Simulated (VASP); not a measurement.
**Tl: single point with PBEsol**

Tl:

```
Tl
1.0
    -0.09684    2.42097    2.28782
     2.32413    0.00000    2.19098
     2.42097    2.42097   -0.09684
Tl
1
Direct
  0.00000 0.00000 0.00000
```

This cell differs from its parent crystal: engineering shear strain xz -0.0800, normal strain along z -0.0550.

```json
{"Program": "VASP 6.6.1", "Task": "single point", "Functional": "PBEsol", "Potentials or basis": "VASP PAW PBE potentials, release 64 (Tl_d)", "Cutoff": "520 eV", "k mesh": "16 × 16 × 16", "Occupations": "gaussian, width 0.15 eV", "Spin": "no spin polarisation", "Dipole correction": "no", "Further INCAR settings": "ALGO = Fast; EDIFF = 1e-07; NBANDS = 12"}
```

```json
{
  "Pressure": "2.6 GPa",
  "Band gap on the k mesh": "zero (an odd number of electrons rules out a gap without spin polarisation)"
}
```

Stress tensor (GPa, compression positive):
```
2.66 0.00 1.36
0.00 2.38 0.00
1.36 0.00 2.86
```

Levels at points of the mesh, in eV from the Fermi level:
| k point | band 2 | band 3 | band 4 | band 5 | band 6 | band 7 | band 8 | band 9 | band 10 | band 11 |
| --- | --- | --- | --- | --- | --- | --- | --- | --- | --- | --- |
| (0.00, 0.00, 0.00) | -11.69 | -11.46 | -11.32 | -11.20 | -10.50 | 9.72 | 10.03 | 12.07 | 12.14 | 14.25 |
| (0.50, 0.00, 0.00) | -11.72 | -11.46 | -11.04 | -10.96 | -5.67 | -3.32 | 8.32 | 9.59 | 11.50 | 12.98 |
| (0.00, 0.50, 0.00) | -11.67 | -11.52 | -11.04 | -10.88 | -4.79 | -3.03 | 7.60 | 8.66 | 10.42 | 12.34 |
| (0.50, 0.50, 0.00) | -11.94 | -11.05 | -10.91 | -10.84 | -2.79 | -1.61 | 3.72 | 3.73 | 7.43 | 8.88 |
| (0.50, 0.00, 0.50) | -11.90 | -11.00 | -10.96 | -10.87 | -3.71 | -2.22 | 3.41 | 5.69 | 7.60 | 10.31 |
| (0.00, 0.50, 0.50) | -11.94 | -11.03 | -10.97 | -10.84 | -3.61 | -2.21 | 4.37 | 4.66 | 8.19 | 9.62 |

Wall time 6.2 min on 1 thread of Oxide Virtual Turin-like Processor, on a shared host, peak memory 0.4 GiB.

Caveat: the cell differs from its parent crystal (engineering shear strain xz -0.0800, normal strain along z -0.0550); the PAW data sets were made with another functional, which shifts forces and pressure a little; spin-orbit coupling is left out, which moves the levels of the heavy elements.
